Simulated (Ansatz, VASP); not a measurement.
Two plane-wave programs on Yb

```
CELL_PARAMETERS angstrom
0.00000 3.97984 3.97984
3.97984 0.00000 3.97984
3.97984 3.97984 0.00000
ATOMIC_POSITIONS crystal
Yb 0.12500 0.12500 0.12500
Yb 0.87500 0.87500 0.87500
```

Alike in both runs: task single point; functional LDA; k mesh 8 × 8 × 8; occupations fermi-dirac, width 0.1 eV; no spin polarisation.

|  | VASP | Ansatz |
| --- | --- | --- |
| version | VASP 6.6.1 | Ansatz 0.2.0 |
| potentials or method | VASP PAW PBE potentials, release 64 (Yb), cutoff 520 eV | plane waves (420 eV) with PAW, scalar-relativistic |
| valence electrons in the cell | 48 | 48 |

```tsv
	VASP	Ansatz	Ansatz less VASP
pressure (GPa)	0.2	0.1	-0.04
```

VASP's potentials were made for PBE, not for LDA, and Ansatz warns of the same on its side. LDA's correlation is that of Perdew and Zunger in VASP and of Perdew and Wang (1992) in Ansatz.

Neither program's run includes spin-orbit coupling.
